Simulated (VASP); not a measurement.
Wanted: the native input for a VASP 6.6.1 run.

```yaml
Task: single point
Functional: LDA
Potentials_or_basis: VASP PAW LDA potentials, release 64 (Pb_d, O)
Cutoff: 520 eV
k_mesh: 9 × 9 × 9
Occupations: fermi-dirac, width 0.05 eV
Spin: no spin polarisation
Dipole_correction: no
Further_INCAR_settings: ALGO = Normal; EDIFF = 1e-06; NBANDS = 20
```

The structure of PbO2 lies in POSCAR:

```
PbO2
1.0
    0.0000000000      2.7549856893      2.7549856893
    2.7549856893      0.0000000000      2.7549856893
    2.7549856893      2.7549856893      0.0000000000
Pb O
1 2
Direct
    0.0000000000      0.0000000000      0.0000000000
    0.7500000000      0.7500000000      0.7500000000
    0.2500000000      0.2500000000      0.2500000000
```

These files were run (other wordings do the same):

INCAR

```
SYSTEM = PbO2
ALGO = Normal ; EDIFF = 1E-6
ENCUT = 520 ; GGA = CA
ISIF = 2 ; ISMEAR = -1
LASPH = .True. ; LCHARG = .False.
LREAL = .False. ; LWAVE = .False.
NBANDS = 20 ; NELM = 60
PREC = Accurate ; SIGMA = 0.05
```

KPOINTS

```
k-points
0
Gamma
  9 9 9
  0 0 0
```

Potentials or basis: VASP PAW LDA potentials, release 64 (Pb_d, O).

Launch:

```bash
$ cat potpaw_LDA.64/Pb_d/POTCAR potpaw_LDA.64/O/POTCAR > POTCAR
$ mpirun -np 1 vasp_std > vasp.out
```

It gave:

```yaml
Pressure: -15.8 GPa
Band_gap_on_the_k_mesh: zero (band 13 reaches 4.56 eV, above the bottom of band 14 at 3.50 eV)
```

Caveat: spin-orbit coupling is left out, which moves the levels of the heavy elements.

Run time: 17 s on 1 thread of Intel(R) Xeon(R) Platinum 8559C (Emerald Rapids), with other jobs on the host, peak memory 0.16 GiB.
